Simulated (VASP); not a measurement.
# Fe (Pm-3m) in VASP: settings compared

The runs below take Fe through single point, with PBE, HSE06.

Program: VASP 6.6.1. These are calculated values, not measurements. Logs are shortened: lines on timing, memory, paths and dates and some standing lists are left out, and cuts for length are marked.

## Step 1: The cell of the first run

It takes space group Pm-3m (No. 221, cubic). Conventional cell: a = 2.371 Å, b = 2.371 Å, c = 2.371 Å, α = 90.00°, β = 90.00°, γ = 90.00°. Within 3.1 Å of Fe (site symmetry m-3m) lie 6 Fe at 2.37 Å.

This isn't the form of Fe at room conditions, which is bcc.

## Step 2: Single point, PBE, collinear spin, ferromagnetic start

INCAR

```
PREC = Accurate ; ENCUT = 600
EDIFF = 1E-6 ; ISMEAR = -1
SIGMA = 0.1 ; LREAL = False
LASPH = True ; NELM = 200
ALGO = Normal ; ISIF = 2
LWAVE = False ; LCHARG = True
ISPIN = 2 ; MAGMOM = 2.367
LORBIT = 11 ; LMAXMIX = 4
GGA = PE ; LELF = True
LVHAR = True ; NBANDS = 14
GGA_COMPAT = False
```

KPOINTS

```
Automatic mesh
0
Gamma
  7 7 7
```

POSCAR

```
Fe
1.0
    2.3713437598      0.0000000000      0.0000000000
    0.0000000000      2.3713437598      0.0000000000
    0.0000000000      0.0000000000      2.3713437598
Fe
1
Direct
    0.0000000000      0.0000000000      0.0000000000
```

Potentials or basis: VASP PAW PBE potentials, release 64 (Fe).

Launch:

```
$ cat potpaw_PBE.64/Fe/POTCAR > POTCAR
$ mpirun -np 1 vasp_std > vasp.out
```

OUTCAR:

```text
PREC = Accurate
   ENCUT = 600
   EDIFF = 1E-6
   ISMEAR = -1
   LREAL = False
   LASPH = True
   NELM = 200
   ISIF = 2
   ISPIN = 2
   LORBIT = 11
   GGA = PE

 ion  position               nearest neighbor table
   1  0.000  0.000  0.000-

  LATTYP: Found a simple cubic cell.
 ALAT       =     2.3713437598

  Lattice vectors:

 A1 = (   2.3713437598,   0.0000000000,   0.0000000000)
 A2 = (   0.0000000000,   2.3713437598,   0.0000000000)
 A3 = (   0.0000000000,   0.0000000000,   2.3713437598)

Analysis of symmetry for initial positions (statically):
=====================================================================
 Subroutine PRICEL returns:
 Original cell was already a primitive cell.

 Routine SETGRP: Setting up the symmetry group for a
 simple cubic supercell.

 Subroutine GETGRP returns: Found 48 space group operations
 (whereof 48 operations were pure point group operations)
 out of a pool of 48 trial point group operations.

The static configuration has the point symmetry O_h .

Analysis of symmetry for dynamics (positions and initial velocities):
=====================================================================
 Subroutine PRICEL returns:
 Original cell was already a primitive cell.

 Routine SETGRP: Setting up the symmetry group for a
 simple cubic supercell.

 Subroutine GETGRP returns: Found 48 space group operations
 (whereof 48 operations were pure point group operations)
 out of a pool of 48 trial point group operations.

The dynamic configuration has the point symmetry O_h .

Analysis of structural, dynamic, and magnetic symmetry:
=====================================================================
 Subroutine PRICEL returns:
 Original cell was already a primitive cell.

 Routine SETGRP: Setting up the symmetry group for a
 simple cubic supercell.

 Subroutine GETGRP returns: Found 48 space group operations
 (whereof 48 operations were pure point group operations)
 out of a pool of 48 trial point group operations.

The overall configuration has the point symmetry O_h .

 Subroutine INISYM returns: Found 48 space group operations
 (whereof 48 operations are pure point group operations),
 and found     1 'primitive' translations

----------------------------------------------------------------------------------------

                                     Primitive cell

  volume of cell :      13.3347

  direct lattice vectors                    reciprocal lattice vectors
     2.371343760  0.000000000  0.000000000     0.421701829  0.000000000  0.000000000
     0.000000000  2.371343760  0.000000000     0.000000000  0.421701829  0.000000000
     0.000000000  0.000000000  2.371343760     0.000000000  0.000000000  0.421701829

  length of vectors
[... 120 lines left out ...]

  energy without entropy =       -7.47191822  energy(sigma->0) =       -7.48707543

 E-fermi :   4.6680     XC(G=0): -12.1388

 val. band max:        4.6526009716   @ k =   0.4286   0.2857   0.1429
 cond. band min:       4.7043136338   @ k =   0.4286   0.2857   0.0000
 fundamental gap:      0.0517126622
 Fermi energy:         4.6680146398

 spin component 1

 k-point     1 :       0.0000    0.0000    0.0000
  band No.  band energies     occupation
      1      -3.1824      1.00000
      2       0.7094      1.00000
      3       0.7094      1.00000
      4       3.9849      0.99892
      5       3.9849      0.99892
      6       3.9849      0.99892
      7      23.2444      0.00000
      8      23.2444      0.00000
      9      23.2444      0.00000
     10      27.0872      0.00000
     11      27.0872      0.00000
     12      31.5000      0.00000
     13      43.8957      0.00000
     14      43.8957      0.00000
[... 308 lines left out ...]
  band No.  band energies     occupation
      1       0.6619      1.00000
      2       0.8517      1.00000
      3       0.8517      1.00000
      4       5.0987      0.01330
      5       5.0987      0.01330
      6      13.4040      0.00000
      7      16.2213      0.00000
      8      16.2213      0.00000
      9      17.4828      0.00000
     10      21.9474      0.00000
     11      21.9474      0.00000
     12      23.7281      0.00000
     13      30.8010      0.00000
     14      56.0771      0.00000
 Fermi energy:         4.6680146398

 spin component 2

 k-point     1 :       0.0000    0.0000    0.0000
  band No.  band energies     occupation
      1      -2.8491      1.00000
      2       2.1849      1.00000
      3       2.1854      1.00000
      4       7.0375      0.00000
      5       7.0376      0.00000
      6       7.0382      0.00000
      7      23.9082      0.00000
      8      23.9082      0.00000
      9      23.9082      0.00000
     10      27.5479      0.00000
     11      27.5480      0.00000
     12      31.3933      0.00000
     13      44.3557      0.00000
     14      44.3557      0.00000
[... 309 lines left out ...]
      1       2.8561      1.00000
      2       3.1572      1.00000
      3       3.1576      1.00000
      4       6.9736      0.00000
      5       6.9740      0.00000
      6      14.2109      0.00000
      7      16.9901      0.00000
      8      16.9901      0.00000
      9      17.4276      0.00000
     10      22.8168      0.00000
     11      22.8168      0.00000
     12      24.4176      0.00000
     13      32.4319      0.00000
     14      56.7841      0.00000

------------------------ aborting loop because EDIFF is reached ----------------------------------------

  FORCE on cell =-STRESS in cart. coord.  units (eV):
  Direction    XX          YY          ZZ          XY          YZ          ZX
  --------------------------------------------------------------------------------------
  -------------------------------------------------------------------------------------
  Total       -0.0489030     -0.0489030     -0.0489030      0.0000000      0.0000000      0.0000000
  in kB       -5.8757447     -5.8757447     -5.8757447      0.0000000      0.0000000      0.0000000
  external PRESSURE =      -5.8757447 kB  Pullay stress =       0.0000000 kB

 VOLUME and BASIS-vectors are now :
 -----------------------------------------------------------------------------
  energy-cutoff  :      600.00
  volume of cell :       13.33
      direct lattice vectors                 reciprocal lattice vectors
     2.371343760  0.000000000  0.000000000     0.421701829  0.000000000  0.000000000
     0.000000000  2.371343760  0.000000000     0.000000000  0.421701829  0.000000000
     0.000000000  0.000000000  2.371343760     0.000000000  0.000000000  0.421701829

 POSITION                                       TOTAL-FORCE (eV/Angst)
 -----------------------------------------------------------------------------------
      0.00000      0.00000      0.00000         0.000000      0.000000      0.000000
 -----------------------------------------------------------------------------------
    total drift:                               -0.000000     -0.000000     -0.000000

  FREE ENERGIE OF THE ION-ELECTRON SYSTEM (eV)
  ---------------------------------------------------
  free  energy   TOTEN  =        -7.5022326343 eV

  energy  without entropy=       -7.4719182159  energy(sigma->0) =       -7.48707543

 total charge

# of ion       s       p       d       tot
------------------------------------------
    1        0.499   0.414   6.254   7.167

 magnetization (x)

# of ion       s       p       d       tot
------------------------------------------
    1        0.012  -0.003   2.378   2.387
```

OSZICAR:

```text
N       E                     dE             d eps       ncg     rms          rms(c)
DAV:   1     0.247836636379E+02    0.24784E+02   -0.41965E+03  1200   0.750E+02
DAV:   2    -0.697085766965E+01   -0.31755E+02   -0.29273E+02  1210   0.133E+02
DAV:   3    -0.813933381228E+01   -0.11685E+01   -0.11448E+01  1354   0.258E+01
DAV:   4    -0.814396745289E+01   -0.46336E-02   -0.46329E-02  1336   0.148E+00
DAV:   5    -0.814399252581E+01   -0.25073E-04   -0.25073E-04  1390   0.115E-01    0.907E+00
DAV:   6    -0.759606223288E+01    0.54793E+00   -0.97918E+00  1366   0.346E+01    0.658E+00
DAV:   7    -0.749960128795E+01    0.96461E-01   -0.10008E+00  1366   0.104E+01    0.317E+00
DAV:   8    -0.750841321223E+01   -0.88119E-02   -0.14266E-02  1310   0.711E-01    0.159E+00
DAV:   9    -0.750076269963E+01    0.76505E-02   -0.78651E-03  1330   0.538E-01    0.599E-01
DAV:  10    -0.750154439091E+01   -0.78169E-03   -0.36301E-03  1240   0.343E-01    0.213E-01
DAV:  11    -0.750222802883E+01   -0.68364E-03   -0.60681E-04  1174   0.148E-01    0.413E-02
DAV:  12    -0.750223032404E+01   -0.22952E-05   -0.13188E-05  1378   0.268E-02    0.228E-02
DAV:  13    -0.750223228564E+01   -0.19616E-05   -0.22308E-06  1032   0.114E-02    0.974E-03
DAV:  14    -0.750223263429E+01   -0.34864E-06   -0.17777E-06   924   0.943E-03
   1 F= -.75022326E+01 E0= -.74870754E+01  d E =-.303144E-01  mag=     2.4072
```

Wall time 8.6 s (1 thread of Oxide Virtual Turin-like, shared host); peak memory 0.1 GiB.

What came out:

| Item | Value |
| --- | --- |
| Free energy | -7.5022 eV |
| Pressure | -0.6 GPa |
| Net moment | 2.41 μB per cell |
| Site moments | Fe +2.39 μB |
| Valence electrons inside the program's atomic spheres | Fe 7.17 |

Levels at points of the mesh, in eV from the Fermi level:
Spin up:
```tsv
k point	band 3	band 4	band 5	band 6	band 7	band 8	band 9	band 10
(0.00, 0.00, 0.00)	-3.96	-0.68	-0.68	-0.68	18.58	18.58	18.58	22.42
```
Spin down:
```tsv
k point	band 1	band 2	band 3	band 4	band 5	band 6	band 7	band 8
(0.00, 0.00, 0.00)	-7.52	-2.48	-2.48	2.37	2.37	2.37	19.24	19.24
```

Caveat: the k points lie up to 0.38 Å⁻¹ apart.

## Step 3: Single point, HSE06, collinear spin, ferromagnetic start

POSCAR is that of step 2.

INCAR.step1

```
PREC = Accurate
ENCUT = 520
EDIFF = 1E-5
ISMEAR = -1
SIGMA = 0.1
LREAL = False
LASPH = True
NELM = 200
ALGO = Normal
ISIF = 2
LWAVE = True
LCHARG = False
ISPIN = 2
MAGMOM = 2.367
LORBIT = 11
LMAXMIX = 4
GGA = PE
NBANDS = 14
GGA_COMPAT = False
```

INCAR.step2

```
PREC = Accurate
ENCUT = 520
EDIFF = 1E-6
ISMEAR = -1
SIGMA = 0.1
LREAL = False
LASPH = True
NELM = 200
ALGO = Normal
ISIF = 2
LWAVE = False
LCHARG = False
ISPIN = 2
MAGMOM = 2.367
LORBIT = 11
LMAXMIX = 4
GGA = PE
LHFCALC = True
HFSCREEN = 0.2079
PRECFOCK = Normal
ISTART = 1
NBANDS = 14
GGA_COMPAT = False
```

KPOINTS

```
regular mesh
0
Gamma
  7 7 7
```

Potentials or basis: VASP PAW PBE potentials, release 64 (Fe).

Launch:

```
$ cat potpaw_PBE.64/Fe/POTCAR > POTCAR
$ cp INCAR.step1 INCAR
$ mpirun -np 1 vasp_std > vasp.out
$ cp INCAR.step2 INCAR
$ mpirun -np 1 vasp_std > vasp.out
```

It took 28 min on 1 thread of Oxide Virtual Turin-like, shared host; peak memory 0.2 GiB.

The run converged. Its results:

```
Free energy                                           : -10.9071 eV
Pressure                                              : 14.4 GPa
Net moment                                            : 2.99 μB per cell
Site moments                                          : Fe +2.99 μB
Valence electrons inside the program's atomic spheres : Fe 7.20
```

Levels at points of the mesh, in eV from the Fermi level:
Spin up:
| k point | band 3 | band 4 | band 5 | band 6 | band 7 | band 8 | band 9 | band 10 |
| --- | --- | --- | --- | --- | --- | --- | --- | --- |
| (0.00, 0.00, 0.00) | -6.58 | -3.43 | -3.43 | -3.43 | 19.31 | 19.31 | 19.31 | 23.22 |
Spin down:
```
           k point  band 1  band 2  band 3  band 4  band 5  band 6
(0.00, 0.00, 0.00)   -9.23   -3.33   -3.33    4.97    4.97    4.98
```

Caveat: the k points lie up to 0.38 Å⁻¹ apart; the PAW data sets were made with another functional, which shifts forces and pressure a little.
